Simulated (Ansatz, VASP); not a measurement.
# TaN: VASP beside Ansatz

The input INCAR:

```
SYSTEM = TaN
ALGO     = Normal         ! electronic algorithm
EDIFF    = 1E-7           ! SCF threshold, eV
ENCUT    = 520            ! plane-wave cutoff, eV
GGA      = PE             ! functional
ISIF     = 2              ! what is computed and relaxed
ISMEAR   = 0              ! smearing method
ISPIN    = 2              ! spin polarisation
LASPH    = .TRUE.         ! aspherical terms in the spheres
LCHARG   = .TRUE.         ! write CHGCAR
LDAU     = .TRUE.         ! DFT+U
LDAUJ    = 0 0          
LDAUL    = 2 -1           ! shell
LDAUPRINT= 1            
LDAUTYPE = 2            
LDAUU    = 7 0            ! U, eV
LELF     = .TRUE.         ! ELF
LMAXMIX  = 4              ! l up to which the mixer works
LORBIT   = 11             ! projections on sites
LREAL    = .FALSE.        ! projectors in reciprocal space
LVHAR    = .TRUE.       
LWAVE    = .FALSE.        ! write WAVECAR
MAGMOM   = 0.6 0.6 -0.02 -0.02 ! initial moments
NBANDS   = 28             ! bands
NELM     = 150            ! most SCF steps
PREC     = Accurate       ! precision mode
SIGMA    = 0.05           ! smearing width, eV
```

File KPOINTS:

```
k-points
0
G
  7 7 4
  0 0 0
```

File POSCAR:

```
TaN
1.0
    3.0480018400      0.0000000000      0.0000000000
   -1.5240009200      2.6396470300      0.0000000000
    0.0000000000      0.0000000000      4.9179997800
Ta N
2 2
Direct
    0.0000000000      0.0000000000      0.0000000000
    0.0000000000      0.0000000000      0.5000000000
    0.3333333333      0.6666666667      0.2500000000
    0.6666666667      0.3333333333      0.7500000000
```

Input for Ansatz:

```yaml
crystal:
  lattice:
    - [3.04800184, 0.0, 0.0]
    - [-1.52400092, 2.63964703, 0.0]
    - [0.0, 0.0, 4.91799978]
  atoms:
    - { symbol: Ta, position: [0.0, 0.0, 0.0], spin: 2.0 }
    - { symbol: Ta, position: [0.0, 0.0, 0.5], spin: 2.0 }
    - { symbol: "N", position: [0.3333333333, 0.6666666667, 0.25] }
    - { symbol: "N", position: [0.6666666667, 0.3333333333, 0.75] }
basis:
  ecutwfc: 420
  ecutrho_ratio: 4
kpoints:
  mp_grid: { grid: [7, 7, 4] }
hamiltonian:
  xc: pbe
  hubbard:
    sites:
      - { site: 0, l: d, u_eff: 7.0, starting_ns: [{ spin: up, occupation_matrix: s0up }, { spin: down, occupation_matrix: s0down }] }
      - { site: 1, l: d, u_eff: 7.0, starting_ns: [{ spin: up, occupation_matrix: s1up }, { spin: down, occupation_matrix: s1down }] }
    occupation_matrices:
      s0up:
        matrix:
          - [0.02, 0.0, 0.0, 0.0, 0.0]
          - [0.0, 0.45406, 0.0, 0.0, -0.47323]
          - [0.0, 0.0, 0.45406, -0.47323, 0.0]
          - [0.0, 0.0, -0.47323, 0.53594, 0.0]
          - [0.0, -0.47323, 0.0, 0.0, 0.53594]
      s0down:
        matrix:
          - [0.02, 0.0, 0.0, 0.0, 0.0]
          - [0.0, 0.02, 0.0, 0.0, 0.0]
          - [0.0, 0.0, 0.02, 0.0, 0.0]
          - [0.0, 0.0, 0.0, 0.02, 0.0]
          - [0.0, 0.0, 0.0, 0.0, 0.02]
      s1up:
        matrix:
          - [0.02, 0.0, 0.0, 0.0, 0.0]
          - [0.0, 0.45406, 0.0, 0.0, 0.47323]
          - [0.0, 0.0, 0.45406, 0.47323, 0.0]
          - [0.0, 0.0, 0.47323, 0.53594, 0.0]
          - [0.0, 0.47323, 0.0, 0.0, 0.53594]
      s1down:
        matrix:
          - [0.02, 0.0, 0.0, 0.0, 0.0]
          - [0.0, 0.02, 0.0, 0.0, 0.0]
          - [0.0, 0.0, 0.02, 0.0, 0.0]
          - [0.0, 0.0, 0.0, 0.02, 0.0]
          - [0.0, 0.0, 0.0, 0.0, 0.02]
    ns_hold: { iters: 10 }
scf:
  occupations: { method: gaussian, width: 0.05 }
  lower_state_search: "off"
  max_iter: 150
output:
  forces: true
  stress: true
  eigenvalues: true
  populations: true
  hubbard: { sites: [{ site: 0, l: d }, { site: 1, l: d }] }
  write_density: true
  write_potential: true
  elf: true
  volumetric_format: npy
magnetization:
  spin_polarized: true
```

Alike in both runs: task single point; functional PBE; k mesh 7 × 7 × 4; occupations gaussian, width 0.05 eV; collinear spin; Hubbard terms Ta d U = 7.0 eV.

```csv
,VASP,Ansatz
version,VASP 6.6.1,Ansatz 0.2.0
potentials or method,"VASP PAW PBE potentials, release 64 (Ta_pv, N), cutoff 520 eV","scalar-relativistic, plane waves, PAW"
valence electrons in the cell,32,36
```

Ansatz gave:

- gap on the k mesh at the Fermi level (eV): none
- net moment per atom (μB): 0.60
- size of the moment on the site where the two differ most (μB): 0.55

Task: Which values does VASP return?

Result: gap on the k mesh at the Fermi level (eV): none; net moment per atom (μB): 0.00; size of the moment on the site where the two differ most (μB): 0.00.

The net moments are unlike, so the other rows may belong to different states. Site moments also hang on the region over which each program counts them. The programs project onto different local orbitals, so the same U acts differently, and such runs can settle in different states. A gap of «none» marks a metal or a gap that the smearing closes. VASP's potentials hold 32 valence electrons a cell and Ansatz's 36, so a difference there can come from the potentials and not from the codes. Ansatz's warnings: filled band counts differ across k points, specified occupation not kept.

Neither program's run includes spin-orbit coupling.
